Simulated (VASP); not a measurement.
Write the native input for VASP 6.6.1 that does the following.

```
Task                   : single point
Functional             : PBEsol
Potentials or basis    : VASP PAW PBE potentials, release 64 (Ag)
Cutoff                 : 520 eV
k mesh                 : 1 × 1 × 14
Occupations            : gaussian, width 0.05 eV
Spin                   : collinear spin
Starting moments       : [0.5, 0.5] μB
Dipole correction      : no
Further INCAR settings : ALGO = Normal; EDIFF = 1e-06; NBANDS = 22
```

The structure of Ag lies in POSCAR:

```
Ag
1.0
   10.2000000000      0.0000000000      0.0000000000
    0.0000000000      9.3000000000      0.0000000000
    0.0000000000      0.0000000000      2.6804263039
Ag
2
Direct
    0.3856804960      0.5000000000      0.0000000000
    0.6143195040      0.5000000000      0.5000000000
```

The input as run:

INCAR

```
PREC = Accurate
ENCUT = 520
EDIFF = 1E-6
ISMEAR = 0
SIGMA = 0.05
LREAL = False
LASPH = True
NELM = 150
ALGO = Normal
ISIF = 2
LWAVE = False
LCHARG = False
ISPIN = 2
MAGMOM = 0.5 0.5
LORBIT = 11
LMAXMIX = 4
GGA = PS
NBANDS = 22
```

KPOINTS

```
regular mesh
0
Gamma
  1 1 14
```

Potentials or basis: VASP PAW PBE potentials, release 64 (Ag).

Launch:

```console
$ cat potpaw_PBE.64/Ag/POTCAR > POTCAR
$ mpirun -np 1 vasp_std > vasp.out
```

Results of the run:

The largest force is 0.010 eV/Å, the band gap on the k mesh is zero (filled and empty bands overlap) and the net moment is 0.00 μB per cell. The valence electrons inside the program's atomic spheres are Ag 9.84.

Caveat: the PAW data sets were made with another functional, which shifts forces and pressure a little.

Run time: 2.7 min on 1 thread of AMD EPYC 7R13, on a shared host, peak memory 0.39 GiB.
